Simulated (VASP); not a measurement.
# TiRh (P4/mmm) in VASP: a series of runs

Runs on TiRh. Level: LDA. Tasks: electric field gradients.

Program: VASP 6.6.1. These are calculated values, not measurements. Logs are shortened: lines on timing, memory, paths and dates and some standing lists are left out, and cuts for length are marked.

### Step 1. The cell of the first run

It takes space group P4/mmm (No. 123, tetragonal). The conventional cell has a = 2.239 Å, b = 2.239 Å, c = 2.984 Å, α = 90.00°, β = 90.00°, γ = 90.00°. Ti (site symmetry 4/mmm) has 8 Rh at 2.18 Å and 4 Ti at 2.24 Å within 2.9 Å. Rh (site symmetry 4/mmm) has 8 Ti at 2.18 Å and 4 Rh at 2.24 Å within 2.9 Å.

### Step 2. Electric field gradients, LDA (volume scaled by 0.5)

The input, INCAR:

```
SYSTEM = TiRh
PREC = Accurate
ENCUT = 520
EDIFF = 1E-8
ISMEAR = -1
SIGMA = 0.05
LREAL = .False.
LASPH = .True.
NELM = 60
ALGO = Normal
ISIF = 2
LWAVE = .False.
LCHARG = .False.
LEFG = .True.
NBANDS = 20
```

The input, KPOINTS:

```
Automatic mesh
0
Gamma
  12 12 11
  0 0 0
```

The input, POSCAR:

```
TiRh
1.0
    2.2386528970      0.0000000000      0.0000000000
    0.0000000000      2.2386528970      0.0000000000
    0.0000000000      0.0000000000      2.9840251196
Ti Rh
1 1
Direct
    0.5000000000      0.5000000000      0.5000000000
    0.0000000000      0.0000000000      0.0000000000
```

Potentials or basis: VASP PAW LDA potentials, release 64 (Ti_sv, Rh_pv).

Command:

```console
> cat potpaw_LDA.64/Ti_sv/POTCAR potpaw_LDA.64/Rh_pv/POTCAR > POTCAR
> mpirun -np 1 vasp_std > vasp.out
```

OUTCAR:

```text
SYSTEM = TiRh
   PREC = Accurate
   ENCUT = 520
   EDIFF = 1E-8
   ISMEAR = -1
   LREAL = .False.
   LASPH = .True.
   NELM = 60
   ISIF = 2

 ion  position               nearest neighbor table
   1  0.500  0.500  0.500-   2 2.18   2 2.18   2 2.18   2 2.18   2 2.18   2 2.18   2 2.18   2 2.18

   2  0.000  0.000  0.000-   1 2.18   1 2.18   1 2.18   1 2.18   1 2.18   1 2.18   1 2.18   1 2.18

  LATTYP: Found a simple tetragonal cell.
 ALAT       =     2.2386528970
 C/A-ratio  =     1.3329556912

  Lattice vectors:

 A1 = (   2.2386528970,   0.0000000000,   0.0000000000)
 A2 = (   0.0000000000,   2.2386528970,   0.0000000000)
 A3 = (   0.0000000000,   0.0000000000,   2.9840251196)

Analysis of symmetry for initial positions (statically):
=====================================================================
 Subroutine PRICEL returns:
 Original cell was already a primitive cell.

 Routine SETGRP: Setting up the symmetry group for a
 simple tetragonal supercell.

 Subroutine GETGRP returns: Found 16 space group operations
 (whereof 16 operations were pure point group operations)
 out of a pool of 16 trial point group operations.

The static configuration has the point symmetry D_4h.

Analysis of symmetry for dynamics (positions and initial velocities):
=====================================================================
 Subroutine PRICEL returns:
 Original cell was already a primitive cell.

 Routine SETGRP: Setting up the symmetry group for a
 simple tetragonal supercell.

 Subroutine GETGRP returns: Found 16 space group operations
 (whereof 16 operations were pure point group operations)
 out of a pool of 16 trial point group operations.

The dynamic configuration has the point symmetry D_4h.

 Subroutine INISYM returns: Found 16 space group operations
 (whereof 16 operations are pure point group operations),
 and found     1 'primitive' translations

----------------------------------------------------------------------------------------

                                     Primitive cell

  volume of cell :      14.9546

  direct lattice vectors                    reciprocal lattice vectors
     2.238652897  0.000000000  0.000000000     0.446697209  0.000000000  0.000000000
     0.000000000  2.238652897  0.000000000     0.000000000  0.446697209  0.000000000
     0.000000000  0.000000000  2.984025120     0.000000000  0.000000000  0.335117822

  length of vectors
     2.238652897  2.238652897  2.984025120     0.446697209  0.446697209  0.335117822

  position of ions in fractional coordinates (direct lattice)
     0.500000000  0.500000000  0.500000000
     0.000000000  0.000000000  0.000000000

  ion indices of the primitive-cell ions
   primitive index   ion index
                 1           1
                 2           2

----------------------------------------------------------------------------------------

 KPOINTS: Automatic mesh

Automatic generation of k-mesh.
 Grid dimensions read from file:
 generate k-points for:   12   12   11

 Generating k-lattice:

  Cartesian coordinates                     Fractional coordinates (reciprocal lattice)
     0.037224767  0.000000000  0.000000000     0.083333333  0.000000000  0.000000000
     0.000000000  0.037224767  0.000000000     0.000000000  0.083333333  0.000000000
     0.000000000  0.000000000  0.030465257     0.000000000  0.000000000  0.090909091

  Length of vectors
     0.037224767  0.037224767  0.030465257

  Shift w.r.t. Gamma in fractional coordinates (k-lattice)
     0.000000000  0.000000000  0.000000000

 Subroutine IBZKPT returns following result:
 ===========================================

 Found    168 irreducible k-points:

 Following reciprocal coordinates:
            Coordinates               Weight
  0.000000  0.000000  0.000000      1.000000
  0.083333  0.000000  0.000000      4.000000
  0.166667  0.000000  0.000000      4.000000
  0.250000  0.000000  0.000000      4.000000
  0.333333  0.000000  0.000000      4.000000
  0.416667  0.000000  0.000000      4.000000
[... 16 lines left out ...]
  0.333333  0.333333  0.000000      4.000000
  0.416667  0.333333  0.000000      8.000000
 [... further k-points ...]
   k-points           NKPTS =    168   k-points in BZ     NKDIM =    168   number of bands    NBANDS=     20
   number of dos      NEDOS =    301   number of ions     NIONS =      2
   total plane-waves  NPLWV =   7776
   dimension x,y,z NGX =    18 NGY =   18 NGZ =   24
   dimension x,y,z NGXF=    36 NGYF=   36 NGZF=   48
   ions per type =               1   1
   NGX,Y,Z   is equivalent  to a cutoff of  13.37, 13.37, 13.37 a.u.
   NGXF,Y,Z  is equivalent  to a cutoff of  26.73, 26.73, 26.74 a.u.
 SYSTEM =  TiRh
   PREC   = accura    normal or accurate (medium, high low for compatibility)
   ISTART =      0    job   : 0-new  1-cont  2-samecut
   ICHARG =      2    charge: 1-file 2-atom 10-const
   ISPIN  =      1    spin polarized calculation?
   LNONCOLLINEAR =      F non collinear calculations
   LSORBIT =      F    spin-orbit coupling
   LASPH  =      T    aspherical Exc in radial PAW
   ENCUT  =  520.0 eV  38.22 Ry    6.18 a.u.   4.16  4.16  5.55*2*pi/ulx,y,z
   NELM   =     60;   NELMIN=  2; NELMDL= -5     # of ELM steps
   EDIFF  = 0.1E-07   stopping-criterion for ELM
   LREAL  =      F    real-space projection
   EDIFFG = 0.1E-06   stopping-criterion for IOM
   NSW    =      0    number of steps for IOM
   IBRION =     -1    ionic relax: 0-MD 1-quasi-New 2-CG
   NFREE  =      0    steps in history (QN), initial steepest desc. (CG)
   ISIF   =      2    stress and relaxation
   ISYM   =      2    0-nonsym 1-usesym 2-fastsym
   POTIM  = 0.5000    time-step for ionic-motion
   TEBEG  =    0.0;   TEEND  =   0.0 temperature during run
   PSTRESS=    0.0 pullay stress
   NELECT =      27.0000    total number of electrons
   NUPDOWN=      -1.0000    fix difference up-down
   EMIN   =  10.00;   EMAX   =-10.00  energy-range for DOS
   EFERMI =   0.00;   METHOD = LEGACY
   ISMEAR =    -1;   SIGMA  =   0.05  broadening in eV -4-tet -1-fermi 0-gaus
   EFERMI_NEDOS =   21; number of points for ismear=-14 and -15
   IALGO  =     38    algorithm
   IMIX   =      4    mixing-type and parameters
     AMIX     =   0.40;   BMIX     =  1.00
     AMIX_MAG =   1.60;   BMIX_MAG =  1.00
  volume/ion in A,a.u.               =       7.48        50.46
  Fermi-wavevector in a.u.,A,eV,Ry     =   1.993444  3.767063 54.067101  3.973820
  Thomas-Fermi vector in A             =   3.010620
   LORBIT       =      0    0 simple, 1 ext, 2 COOP (PROOUT), +10 PAW based schemes
   GGA     = CA    functional components
   LHFCALC =     F    Hartree Fock is set to
   AEXX    =    0.0000 exact exchange contribution
   IVDW    =     0    specifies the selected vdW correction
   LEPSILON=     F    determine dielectric tensor
   LRPA    =     F    only Hartree local field effects (RPA)
 non-spin polarized calculation
  energy-cutoff  :      520.00
  volume of cell :       14.95
 maximum number of plane-waves:       416
 NGX is ok and might be reduce to    18
   NGX =  9   NGY =  9   NGZ = 11

 number of electron      26.9999987 magnetization

 Free energy of the ion-electron system (eV)
  ---------------------------------------------------
  ext. energy  EPLUGINS =         0.00000000
  ---------------------------------------------------
  free energy    TOTEN  =        -6.26240580 eV

  energy without entropy =       -6.25485560  energy(sigma->0) =       -6.25863070

 E-fermi :  23.6112     XC(G=0): -17.5444

 val. band max:       23.5807524799   @ k =   0.5000   0.1667   0.3636
 cond. band min:      23.6186356895   @ k =   0.4167   0.0833   0.0000
 fundamental gap:      0.0378832096
 Fermi energy:        23.6111507235

 k-point     1 :       0.0000    0.0000    0.0000
  band No.  band energies     occupation
      1     -32.6277      2.00000
      2     -25.5602      2.00000
      3     -24.0245      2.00000
      4     -24.0245      2.00000
      5      -8.8296      2.00000
      6      -7.3417      2.00000
[... 12 lines left out ...]
     19      34.4608      0.00000
     20      40.1599      0.00000

 k-point     2 :       0.0833    0.0000    0.0000
  band No.  band energies     occupation
      1     -32.6006      2.00000
      2     -25.5280      2.00000
      3     -24.1714      2.00000
      4     -24.0065      2.00000
      5      -8.8554      2.00000
      6      -7.6303      2.00000
[... 12 lines left out ...]
     19      36.1064      0.00000
     20      40.8072      0.00000

 k-point     3 :       0.1667    0.0000    0.0000
  band No.  band energies     occupation
      1     -32.5289      2.00000
      2     -25.4390      2.00000
      3     -24.5550      2.00000
      4     -23.9570      2.00000
      5      -8.9285      2.00000
      6      -8.3822      2.00000
[... 12 lines left out ...]
     19      38.9406      0.00000
     20      40.9613      0.00000

 k-point     4 :       0.2500    0.0000    0.0000
  band No.  band energies     occupation
      1     -32.4381      2.00000
      2     -25.3151      2.00000
      3     -25.0379      2.00000
      4     -23.8889      2.00000
      5      -9.3398      2.00000
      6      -9.0346      2.00000
[... 12 lines left out ...]
     19      39.0757      0.00000
     20      41.9703      0.00000

 k-point     5 :       0.3333    0.0000    0.0000
  band No.  band energies     occupation
      1     -32.3584      2.00000
      2     -25.4735      2.00000
      3     -25.1882      2.00000
      4     -23.8200      2.00000
      5     -10.2369      2.00000
      6      -9.1481      2.00000
[... 12 lines left out ...]
     19      37.3749      0.00000
     20      42.9765      0.00000
[... 353 lines left out ...]
      6      -8.9151      2.00000
[... 12 lines left out ...]
     19      37.1494      0.00000
     20      42.9728      0.00000

 k-point    22 :       0.5000    0.2500    0.0000
  band No.  band energies     occupation
      1     -31.8239      2.00000
      2     -25.9548      2.00000
      3     -24.9996      2.00000
      4     -24.9011      2.00000
      5     -10.5495      2.00000
      6      -8.9087      2.00000
[... 12 lines left out ...]
     19      34.7855      0.00000
     20      42.9736      0.00000

 k-point    23 :       0.3333    0.3333    0.0000
  band No.  band energies     occupation
      1     -31.7709      2.00000
      2     -25.6382      2.00000
      3     -25.4232      2.00000
      4     -24.9149      2.00000
      5      -9.7349      2.00000
      6      -9.4401      2.00000
[... 12 lines left out ...]
     19      39.1525      0.00000
     20      42.9697      0.00000

 k-point    24 :       0.4167    0.3333    0.0000
  band No.  band energies     occupation
      1     -31.6192      2.00000
      2     -25.9110      2.00000
      3     -25.5495      2.00000
      4     -24.8463      2.00000
      5     -10.1121      2.00000
      6      -9.4206      2.00000
[... 12 lines left out ...]
     19      36.8368      0.00000
     20      42.9704      0.00000

 [... further k-points ...]

------------------------ aborting loop because EDIFF is reached ----------------------------------------

  FORCE on cell =-STRESS in cart. coord.  units (eV):
  Direction    XX          YY          ZZ          XY          YZ          ZX
  --------------------------------------------------------------------------------------
  -------------------------------------------------------------------------------------
  Total       47.7603402     47.7603402     47.5984152      0.0000000     -0.0000000      0.0000000
  in kB     5116.8418715   5116.8418715   5099.4939168      0.0000000     -0.0000000      0.0000000
  external PRESSURE =    5111.0592200 kB  Pullay stress =       0.0000000 kB

 VOLUME and BASIS-vectors are now :
 -----------------------------------------------------------------------------
  energy-cutoff  :      520.00
  volume of cell :       14.95
      direct lattice vectors                 reciprocal lattice vectors
     2.238652897  0.000000000  0.000000000     0.446697209  0.000000000  0.000000000
     0.000000000  2.238652897  0.000000000     0.000000000  0.446697209  0.000000000
     0.000000000  0.000000000  2.984025120     0.000000000  0.000000000  0.335117822

 POSITION                                       TOTAL-FORCE (eV/Angst)
 -----------------------------------------------------------------------------------
      1.11933      1.11933      1.49201         0.000000      0.000000      0.000000
      0.00000      0.00000      0.00000         0.000000      0.000000      0.000000
 -----------------------------------------------------------------------------------
    total drift:                                0.000000     -0.000000     -0.000000

  FREE ENERGIE OF THE ION-ELECTRON SYSTEM (eV)
  ---------------------------------------------------
  free  energy   TOTEN  =        -6.2624057978 eV

  energy  without entropy=       -6.2548556019  energy(sigma->0) =       -6.25863070

 Electric field gradients (V/A^2)
---------------------------------------------------------------------
 ion       V_xx      V_yy      V_zz      V_xy      V_xz      V_yz
---------------------------------------------------------------------
   1      25.161    25.161   -50.322    -0.000    -0.000    -0.000
   2    -123.547  -123.547   247.093    -0.000    -0.000     0.000
---------------------------------------------------------------------

 Electric field gradients after diagonalization (V/A^2)
 (convention: |V_zz| > |V_xx| > |V_yy|)
----------------------------------------------------------------------
 ion       V_xx      V_yy      V_zz     asymmetry (V_yy - V_xx)/ V_zz
----------------------------------------------------------------------
   1      25.161    25.161   -50.322       0.000
   2    -123.547  -123.547   247.093       0.000
----------------------------------------------------------------------

           NMR quadrupolar parameters

 Cq : quadrupolar parameter    Cq=e*Q*V_zz/h
 eta: asymmetry parameters     (V_yy - V_xx)/ V_zz
 Q  : nuclear electric quadrupole moment in mb (millibarn)
----------------------------------------------------------------------
 ion       Cq(MHz)       eta       Q (mb)
----------------------------------------------------------------------
   1      -0.122       0.000       1.000
   2       0.597       0.000       1.000
----------------------------------------------------------------------
```

It took 73 s on 1 thread of Intel Xeon Platinum 8259CL at 2.50GHz (Skylake/Cascade Lake), shared host; peak memory 0.16 GiB.

What came out:

- Free energy: -6.2624 eV
- Pressure: 511.1 GPa

Electric field gradients, principal values (V/Å²):
```csv
atom,least,middle,greatest (by size)
1 Ti,25.161,25.161,-50.322
2 Rh,-123.547,-123.547,247.093
```

Caveat: without QUAD_EFG the Cq values of the log hold for a quadrupole moment of 1 mb, not for the nuclei.

(Part 1 of 2 ends here.)
